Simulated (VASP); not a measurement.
Runs of VASP 6.6.1 on EuS. The structure is that of space group Fm-3m (No. 225), or close to it. The cells are those of the table. 

| level | cell | k mesh | gap on the mesh (eV) | pressure (GPa) | moment (μB) |
| --- | --- | --- | --- | --- | --- |
| PBE+U | a = 4.212 Å, angles 60.0°, 2 atoms | 4 × 4 × 4 | 0.41 | 1.3 | 7.00 |
| PBE+D3(BJ)+U | a = 4.209 Å, angles 60.0°, 2 atoms | 8 × 8 × 8 | 0.41 | -0.9 | 7.00 |
| PBE+D3(BJ)+U | a = 4.212 Å, angles 60.0°, 2 atoms | 8 × 8 × 8 | 0.42 | -1.0 | 7.00 |
| PBE+D3(BJ)+U | a = 4.153 Å, angles 60.0°, 2 atoms | 8 × 8 × 8 | 0.19 | 1.2 | 7.00 |
| PBE+D3(BJ)+U | a = 4.236 Å, angles 60.0°, 2 atoms | 8 × 8 × 8 | 0.51 | (c) | 7.00 |
| PBE+D3(BJ)+U | a = 4.124 Å, angles 60.0°, 2 atoms | 8 × 8 × 8 | 0.07 | (b) | 7.00 |
| PBE+D3(BJ)+U | a = 4.201 Å, angles 60.0°, 2 atoms | 8 × 8 × 8 | 0.38 | (a) | 7.00 |
| PBE+D3(BJ)+U | a = 4.181 Å, angles 60.0°, 2 atoms | 8 × 8 × 8 | 0.30 | 0.1 | 7.00 |

Alike in all rows: task single point; potentials or basis VASP PAW PBE potentials, release 64 (Eu, S); spin collinear, ferromagnetic start; Eu f U = 6.0 eV; cutoff (eV) 600; smearing gaussian 0.05 eV.

Problem. Estimate the missing entries.

Solution. (a) -0.7; (b) 2.4; (c) -1.8.

Caveats: some runs use coarse meshes; spin-orbit coupling is left out, which moves the levels of the heavy elements; a cell with one magnetic atom can't hold antiferromagnetic order, which such compounds often take; three body term missing (at least some runs).

A k mesh can miss the band edges, and the runs leave out spin-orbit coupling on Eu.
